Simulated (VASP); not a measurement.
# Be2ZnO3 (Cc) in VASP: a series of runs

Runs on Be2ZnO3. Level: PBE. Tasks: single point.

Everything below comes from runs of VASP 6.6.1. Logs are shortened: lines on timing, memory, paths and dates and some standing lists are left out, and cuts for length are marked.

## 1. The cell of the first run

The structure is monoclinic, space group Cc (No. 9). The conventional cell has a = 4.987 Å, b = 8.737 Å, c = 4.925 Å, α = 90.00°, β = 108.01°, γ = 90.00°. Be (site symmetry 1) has 4 O at 1.64 to 1.70 Å within 2.2 Å. Be (site symmetry 1) has 4 O at 1.64 to 1.73 Å within 2.2 Å. Zn (site symmetry 1) has 4 O at 1.96 to 1.98 Å within 2.6 Å. Within 2.2 Å of O (site symmetry 1) lie 3 Be at 1.67 to 1.70 Å and 1 Zn at 1.97 Å. O (site symmetry 1) has 2 Be at 1.64 Å and 2 Zn at 1.96 to 1.98 Å within 2.2 Å. Within 2.2 Å of O (site symmetry 1) lie 3 Be at 1.69 to 1.73 Å and 1 Zn at 1.97 Å.

## 2. Single point, PBE

File INCAR:

```
SYSTEM = Be2ZnO3
ALGO = Normal
EDIFF = 1E-6
ENCUT = 520
GGA = PE
ISIF = 2
ISMEAR = 0
LASPH = .True.
LCHARG = .False.
LREAL = .False.
LWAVE = .False.
NBANDS = 46
NELM = 80
PREC = Accurate
SIGMA = 0.15
```

File KPOINTS:

```
k-points
0
Gamma
  3 3 3
  0 0 0
```

File POSCAR:

```
Be2ZnO3
1.0
    2.4932002652     -4.3687044247      0.0370333187
    2.4932002652      4.3687044247      0.0370333187
   -1.5922021354      0.0000000000      4.6601416803
Be Zn O
4 2 6
Direct
    0.5790831692      0.4108156273     -0.0003719847
    0.2620516461      0.7461371055      0.0001149603
    0.4108156273      0.5790831692      0.4996280153
    0.7461371055      0.2620516461      0.5001149603
    0.9085902608      0.0837265274     -0.0084830039
    0.0837265274      0.9085902608      0.4915169961
    0.5024221354      0.6609692567      0.8613740112
    0.2617193289      0.0446375845      0.9066769172
    0.8712302542      0.4186171041      0.8656891000
    0.6609692567      0.5024221354      0.3613740112
    0.0446375845      0.2617193289      0.4066769172
    0.4186171041      0.8712302542      0.3656891000
```

Potentials or basis: VASP PAW PBE potentials, release 64 (Be, Zn, O).

Started as:

```console
$ cat potpaw_PBE.64/Be/POTCAR potpaw_PBE.64/Zn/POTCAR potpaw_PBE.64/O/POTCAR > POTCAR
$ mpirun -np 1 vasp_std > vasp.out
```

OUTCAR:

```text
SYSTEM = Be2ZnO3
   EDIFF = 1E-6
   ENCUT = 520
   GGA = PE
   ISIF = 2
   ISMEAR = 0
   LASPH = .True.
   LREAL = .False.
   NELM = 80
   PREC = Accurate

 ion  position               nearest neighbor table
   1  0.579  0.411  1.000-   8 1.64   9 1.69   7 1.69  10 1.70
   2  0.262  0.746  0.000-   8 1.64   7 1.67  12 1.72   9 1.73
   3  0.411  0.579  0.500-  11 1.64  12 1.69  10 1.69   7 1.70
   4  0.746  0.262  0.500-  11 1.64  10 1.67   9 1.72  12 1.73
   5  0.909  0.084  0.992-  11 1.96   9 1.97   7 1.97   8 1.98   6 2.90   6 2.90
   6  0.084  0.909  0.492-   8 1.96  12 1.97  10 1.97  11 1.98   5 2.90   5 2.90
   7  0.502  0.661  0.861-   2 1.67   1 1.69   3 1.70   5 1.97
   8  0.262  0.045  0.907-   1 1.64   2 1.64   6 1.96   5 1.98
   9  0.871  0.419  0.866-   1 1.69   4 1.72   2 1.73   5 1.97
  10  0.661  0.502  0.361-   4 1.67   3 1.69   1 1.70   6 1.97
  11  0.045  0.262  0.407-   3 1.64   4 1.64   5 1.96   6 1.98
  12  0.419  0.871  0.366-   3 1.69   2 1.72   4 1.73   6 1.97

  LATTYP: Found a base centered monoclinic cell.
 ALAT       =     4.9869505829
 B/A-ratio  =     1.7520544277
 C/A-ratio  =     0.9875042351
 COS(beta)  =    -0.3092236747

  Lattice vectors:

 A1 = (   2.4932002652,  -4.3687044247,   0.0370333187)
 A2 = (   2.4932002652,   4.3687044247,   0.0370333187)
 A3 = (  -1.5922021354,   0.0000000000,   4.6601416803)

Analysis of symmetry for initial positions (statically):
=====================================================================
 Subroutine PRICEL returns:
 Original cell was already a primitive cell.

 Routine SETGRP: Setting up the symmetry group for a
 base centered monoclinic supercell.

 Subroutine GETGRP returns: Found  2 space group operations
 (whereof  1 operations were pure point group operations)
 out of a pool of  4 trial point group operations.

The static configuration has the point symmetry C_1 .
 The point group associated with its full space group is C_1h.

Analysis of symmetry for dynamics (positions and initial velocities):
=====================================================================
 Subroutine PRICEL returns:
 Original cell was already a primitive cell.

 Routine SETGRP: Setting up the symmetry group for a
 base centered monoclinic supercell.

 Subroutine GETGRP returns: Found  2 space group operations
 (whereof  1 operations were pure point group operations)
 out of a pool of  4 trial point group operations.

The dynamic configuration has the point symmetry C_1 .
 The point group associated with its full space group is C_1h.

 Subroutine INISYM returns: Found  2 space group operations
 (whereof  1 operations are pure point group operations),
 and found     1 'primitive' translations

----------------------------------------------------------------------------------------

                                     Primitive cell

  volume of cell :     102.0322

  direct lattice vectors                    reciprocal lattice vectors
     2.493200265 -4.368704425  0.037033319     0.199532837 -0.114450407  0.068173165
     2.493200265  4.368704425  0.037033319     0.199532837  0.114450407  0.068173165
    -1.592202135  0.000000000  4.660141680    -0.003171304  0.000000000  0.213502230

  length of vectors
     5.030208483  5.030208483  4.924634821     0.239916296  0.239916296  0.213525782

  position of ions in fractional coordinates (direct lattice)
     0.579083169  0.410815627  0.999628015
     0.262051646  0.746137105  0.000114960
     0.410815627  0.579083169  0.499628015
     0.746137105  0.262051646  0.500114960
     0.908590261  0.083726527  0.991516996
     0.083726527  0.908590261  0.491516996
     0.502422135  0.660969257  0.861374011
     0.261719329  0.044637585  0.906676917
     0.871230254  0.418617104  0.865689100
     0.660969257  0.502422135  0.361374011
     0.044637585  0.261719329  0.406676917
     0.418617104  0.871230254  0.365689100

  ion indices of the primitive-cell ions
   primitive index   ion index
                 1           1
                 2           2
                 3           3
                 4           4
                 5           5
                 6           6
                 7           7
                 8           8
                 9           9
                10          10
                11          11
                12          12

----------------------------------------------------------------------------------------

 KPOINTS: k-points

Automatic generation of k-mesh.
 Grid dimensions read from file:
 generate k-points for:    3    3    3

 Generating k-lattice:

  Cartesian coordinates                     Fractional coordinates (reciprocal lattice)
     0.066510946 -0.038150136  0.022724388     0.333333333  0.000000000  0.000000000
     0.066510946  0.038150136  0.022724388     0.000000000  0.333333333  0.000000000
    -0.001057101  0.000000000  0.071167410     0.000000000  0.000000000  0.333333333

  Length of vectors
     0.079972099  0.079972099  0.071175261

  Shift w.r.t. Gamma in fractional coordinates (k-lattice)
     0.000000000  0.000000000  0.000000000

 Subroutine IBZKPT returns following result:
 ===========================================

 Found     10 irreducible k-points:

 Following reciprocal coordinates:
            Coordinates               Weight
  0.000000  0.000000  0.000000      1.000000
  0.333333 -0.000000  0.000000      4.000000
  0.333333  0.333333  0.000000      2.000000
 -0.333333  0.333333  0.000000      2.000000
  0.000000  0.000000  0.333333      2.000000
  0.333333 -0.000000  0.333333      4.000000
 -0.333333  0.000000  0.333333      4.000000
  0.333333  0.333333  0.333333      2.000000
 -0.333333  0.333333  0.333333      4.000000
 -0.333333 -0.333333  0.333333      2.000000
   k-points           NKPTS =     10   k-points in BZ     NKDIM =     10   number of bands    NBANDS=     46
   number of dos      NEDOS =    301   number of ions     NIONS =     12
   total plane-waves  NPLWV =  64000
   dimension x,y,z NGX =    40 NGY =   40 NGZ =   40
   dimension x,y,z NGXF=    80 NGYF=   80 NGZF=   80
   ions per type =               4   2   6
   NGX,Y,Z   is equivalent  to a cutoff of  13.22, 13.22, 13.50 a.u.
   NGXF,Y,Z  is equivalent  to a cutoff of  26.44, 26.44, 27.01 a.u.
 SYSTEM =  Be2ZnO3
   PREC   = accura    normal or accurate (medium, high low for compatibility)
   ISTART =      0    job   : 0-new  1-cont  2-samecut
   ICHARG =      2    charge: 1-file 2-atom 10-const
   ISPIN  =      1    spin polarized calculation?
   LNONCOLLINEAR =      F non collinear calculations
   LSORBIT =      F    spin-orbit coupling
   LASPH  =      T    aspherical Exc in radial PAW
   ENCUT  =  520.0 eV  38.22 Ry    6.18 a.u.   9.35  9.35  9.16*2*pi/ulx,y,z
   NELM   =     80;   NELMIN=  2; NELMDL= -5     # of ELM steps
   EDIFF  = 0.1E-05   stopping-criterion for ELM
   LREAL  =      F    real-space projection
   EDIFFG = 0.1E-04   stopping-criterion for IOM
   NSW    =      0    number of steps for IOM
   IBRION =     -1    ionic relax: 0-MD 1-quasi-New 2-CG
   NFREE  =      0    steps in history (QN), initial steepest desc. (CG)
   ISIF   =      2    stress and relaxation
   ISYM   =      2    0-nonsym 1-usesym 2-fastsym
   POTIM  = 0.5000    time-step for ionic-motion
   TEBEG  =    0.0;   TEEND  =   0.0 temperature during run
   PSTRESS=    0.0 pullay stress
   NELECT =      68.0000    total number of electrons
   NUPDOWN=      -1.0000    fix difference up-down
   EMIN   =  10.00;   EMAX   =-10.00  energy-range for DOS
   EFERMI =   0.00;   METHOD = LEGACY
   ISMEAR =     0;   SIGMA  =   0.15  broadening in eV -4-tet -1-fermi 0-gaus
   EFERMI_NEDOS =   21; number of points for ismear=-14 and -15
   IALGO  =     38    algorithm
   IMIX   =      4    mixing-type and parameters
     AMIX     =   0.40;   BMIX     =  1.00
     AMIX_MAG =   1.60;   BMIX_MAG =  1.00
  volume/ion in A,a.u.               =       8.50        57.38
  Fermi-wavevector in a.u.,A,eV,Ry     =   1.429987  2.702283 27.822036  2.044862
  Thomas-Fermi vector in A             =   2.549881
   LORBIT       =      0    0 simple, 1 ext, 2 COOP (PROOUT), +10 PAW based schemes
   GGA     = PE    functional components
   LHFCALC =     F    Hartree Fock is set to
   AEXX    =    0.0000 exact exchange contribution
   IVDW    =     0    specifies the selected vdW correction
   LEPSILON=     F    determine dielectric tensor
   LRPA    =     F    only Hartree local field effects (RPA)
 non-spin polarized calculation
 Gauss-broadening in eV      SIGMA  =   0.15
  energy-cutoff  :      520.00
  volume of cell :      102.03
 maximum number of plane-waves:      2770
 NGX is ok and might be reduce to    40
   NGX = 19   NGY = 19   NGZ = 19

 number of electron      67.9999994 magnetization

 Free energy of the ion-electron system (eV)
  ---------------------------------------------------
  ext. energy  EPLUGINS =         0.00000000
  ---------------------------------------------------
  free energy    TOTEN  =       -73.92537880 eV

  energy without entropy =      -73.92537880  energy(sigma->0) =      -73.92537880

 E-fermi :   3.2744     XC(G=0): -11.2214

 val. band max:        2.5869299004   @ k =   0.0000   0.0000   0.0000
 cond. band min:       6.1325309955   @ k =   0.0000   0.0000   0.0000
 fundamental gap:      3.5456010951
 Fermi energy:         3.2743626857

 k-point     1 :       0.0000    0.0000    0.0000
  band No.  band energies     occupation
      1     -15.8250      2.00000
      2     -14.5142      2.00000
      3     -14.3070      2.00000
      4     -14.1763      2.00000
      5     -14.1607      2.00000
      6     -14.0325      2.00000
[... 38 lines left out ...]
     45      15.5352      0.00000
     46      15.9475      0.00000

 k-point     2 :       0.3333   -0.0000    0.0000
  band No.  band energies     occupation
      1     -15.4799      2.00000
      2     -14.6799      2.00000
      3     -14.4268      2.00000
      4     -14.2855      2.00000
      5     -14.2163      2.00000
      6     -14.0545      2.00000
[... 38 lines left out ...]
     45      15.1464      0.00000
     46      15.8247      0.00000

 k-point     3 :       0.3333    0.3333    0.0000
  band No.  band energies     occupation
      1     -15.0580      2.00000
      2     -14.9740      2.00000
      3     -14.7188      2.00000
      4     -14.2066      2.00000
      5     -14.1372      2.00000
      6     -14.0951      2.00000
[... 38 lines left out ...]
     45      15.8265      0.00000
     46      15.9521      0.00000

 k-point     4 :      -0.3333    0.3333    0.0000
  band No.  band energies     occupation
      1     -15.5019      2.00000
      2     -14.7875      2.00000
      3     -14.4432      2.00000
      4     -14.2785      2.00000
      5     -14.0639      2.00000
      6     -14.0268      2.00000
[... 234 lines left out ...]
     45      16.0122      0.00000
     46      16.0219      0.00000

 k-point     9 :      -0.3333    0.3333    0.3333
  band No.  band energies     occupation
      1     -15.2554      2.00000
      2     -14.7700      2.00000
      3     -14.5414      2.00000
      4     -14.3553      2.00000
      5     -14.1885      2.00000
      6     -14.0774      2.00000
[... 38 lines left out ...]
     45      15.5097      0.00000
     46      15.7291      0.00000

 k-point    10 :      -0.3333   -0.3333    0.3333
  band No.  band energies     occupation
      1     -14.9947      2.00000
      2     -14.7260      2.00000
      3     -14.6191      2.00000
      4     -14.4623      2.00000
      5     -14.2967      2.00000
      6     -14.1448      2.00000
[... 38 lines left out ...]
     45      15.8821      0.00000
     46      16.0573      0.00000

------------------------ aborting loop because EDIFF is reached ----------------------------------------

  FORCE on cell =-STRESS in cart. coord.  units (eV):
  Direction    XX          YY          ZZ          XY          YZ          ZX
  --------------------------------------------------------------------------------------
  -------------------------------------------------------------------------------------
  Total        0.2748623      0.2368105      0.4314766      0.0000000      0.0000000      0.1395443
  in kB        4.3160685      3.7185540      6.7753295      0.0000000      0.0000000      2.1912160
  external PRESSURE =       4.9366507 kB  Pullay stress =       0.0000000 kB

 VOLUME and BASIS-vectors are now :
 -----------------------------------------------------------------------------
  energy-cutoff  :      520.00
  volume of cell :      102.03
      direct lattice vectors                 reciprocal lattice vectors
     2.493200265 -4.368704425  0.037033319     0.199532837 -0.114450407  0.068173165
     2.493200265  4.368704425  0.037033319     0.199532837  0.114450407  0.068173165
    -1.592202135  0.000000000  4.660141680    -0.003171304  0.000000000  0.213502230

 POSITION                                       TOTAL-FORCE (eV/Angst)
 -----------------------------------------------------------------------------------
      0.87641     -0.73511      4.69507        -0.002521      0.049243     -0.006956
      2.51343      2.11483      0.03787        -0.024292     -0.001465      0.015281
      1.67251      0.73511      2.36500        -0.002521     -0.049243     -0.006956
      1.71733     -2.11483      2.36794        -0.024292      0.001465      0.015281
      0.89535     -3.60359      4.65736        -0.000333     -0.048675     -0.040721
      1.69145      3.60359      2.32729        -0.000333      0.048675     -0.040721
      1.52909      0.69265      4.05721        -0.019762      0.048174     -0.027840
     -0.67980     -0.94837      4.23659         0.036116     -0.092274      0.042294
      1.83750     -1.97733      4.08200         0.010792      0.059229      0.017942
      2.32519     -0.69265      1.72714        -0.019762     -0.048174     -0.027840
      0.11630      0.94837      1.90652         0.036116      0.092274      0.042294
      2.63360      1.97733      1.75193         0.010792     -0.059229      0.017942
 -----------------------------------------------------------------------------------
    total drift:                                0.001869     -0.000000     -0.002178

  FREE ENERGIE OF THE ION-ELECTRON SYSTEM (eV)
  ---------------------------------------------------
  free  energy   TOTEN  =       -73.9253787979 eV

  energy  without entropy=      -73.9253787979  energy(sigma->0) =      -73.92537880
```

Wall time 35 s (1 thread of Intel Xeon 6975P-C (Granite Rapids), shared host); peak memory 0.25 GiB.

What came out:

| Property | Result |
| --- | --- |
| Free energy | -73.9254 eV |
| Pressure | 0.5 GPa |
| Largest force | 0.108 eV/Å |
| Band gap on the k mesh | 3.55 eV |

Forces on the atoms (eV/Å):
```
Be  -0.003  0.049 -0.007
Be  -0.024 -0.001  0.015
Be  -0.003 -0.049 -0.007
Be  -0.024  0.001  0.015
Zn   0.000 -0.049 -0.041
Zn   0.000  0.049 -0.041
O   -0.020  0.048 -0.028
O    0.036 -0.092  0.042
O    0.011  0.059  0.018
O   -0.020 -0.048 -0.028
O    0.036  0.092  0.042
O    0.011 -0.059  0.018
```

Stress tensor (GPa, compression positive):
```
0.43 0.00 0.22
0.00 0.37 0.00
0.22 0.00 0.68
```

Caveat: the k points lie up to 0.50 Å⁻¹ apart.

## 3. Single point, PBE

File INCAR:

```
PREC = Accurate
ENCUT = 520
EDIFF = 1E-7
ISMEAR = 0
SIGMA = 0.1
LREAL = False
LASPH = True
NELM = 100
ALGO = Normal
ISIF = 2
LWAVE = False
LCHARG = False
GGA = PE
NBANDS = 46
```

File KPOINTS:

```
Automatic mesh
0
Gamma
  4 4 4
```

File POSCAR:

```
Be2ZnO3
1.0
    1.5175489679      0.0000000000     -4.6801371320
    4.9843693032      0.0000000000      0.0047667560
    2.4921846516     -4.3662306321      0.0023833780
Be Zn O
4 2 6
Direct
    0.9995311965      0.4214071407      0.1675773711
    0.0006638647      0.7381131078      0.5159589354
    0.4995311965      0.5889845118      0.8324226289
    0.5006638647      0.2540720432      0.4840410646
    0.9907063292      0.0909484132      0.8260144915
    0.4907063292      0.9169629047      0.1739855085
    0.8612753842      0.4978180565      0.8408317273
    0.9062585245      0.7376264636      0.2179521790
    0.8665647009      0.1287356224      0.4523676872
    0.3612753842      0.3386497838      0.1591682727
    0.4062585245      0.9555786426      0.7820478210
    0.3665647009      0.5811033096      0.5476323128
```

Potentials or basis: VASP PAW PBE potentials, release 64 (Be, Zn, O).

Started as:

```console
$ cat potpaw_PBE.64/Be/POTCAR potpaw_PBE.64/Zn/POTCAR potpaw_PBE.64/O/POTCAR > POTCAR
$ mpirun -np 1 vasp_std > vasp.out
```

Run time: 64 s. Hardware: 1 thread of Intel Xeon 6975P-C (Granite Rapids), shared host; peak memory 0.29 GiB.

It converged, with:

```yaml
Free_energy: -73.9280 eV
Pressure: 0.7 GPa
Largest_force: 0.069 eV/Å
Band_gap_on_the_k_mesh: 3.55 eV
```

Forces in eV/Å, atoms in the order of the input:
```
Be  -0.004  0.003 -0.002
Be   0.007  0.000 -0.003
Be  -0.004 -0.003 -0.002
Be   0.007  0.000 -0.003
Zn   0.003 -0.009  0.016
Zn   0.003  0.009  0.016
O    0.046 -0.005  0.017
O   -0.024 -0.044 -0.047
O   -0.028  0.045  0.019
O    0.046  0.005  0.017
O   -0.024  0.044 -0.047
O   -0.028 -0.045  0.019
```

Stress tensor (GPa, compression positive):
```
0.70 0.00 0.06
0.00 0.74 0.00
0.06 0.00 0.72
```

Levels at points of the mesh, in eV from the valence-band top:
```
           k point  band 30  band 31  band 32  band 33  band 34  band 35  band 36  band 37  band 38  band 39
(0.00, 0.00, 0.00)    -0.86    -0.66    -0.23    -0.17     0.00     3.55     7.16     8.74     8.81     9.35
(0.50, 0.00, 0.00)    -1.33    -0.58    -0.58    -0.27    -0.27     5.69     5.69     9.01     9.01     9.42
(0.00, 0.50, 0.00)    -1.47    -1.09    -0.77    -0.68    -0.20     5.71     6.99     7.89     8.41     8.87
(0.50, 0.50, 0.00)    -1.18    -0.86    -0.55    -0.49    -0.34     5.90     6.28     7.00     8.08     8.46
(0.00, 0.00, 0.50)    -1.18    -0.91    -0.60    -0.44    -0.08     5.60     5.81     6.95     9.03     9.12
(0.50, 0.00, 0.50)    -1.46    -0.99    -0.99    -0.63    -0.63     6.44     6.44     7.86     7.86     8.66
```
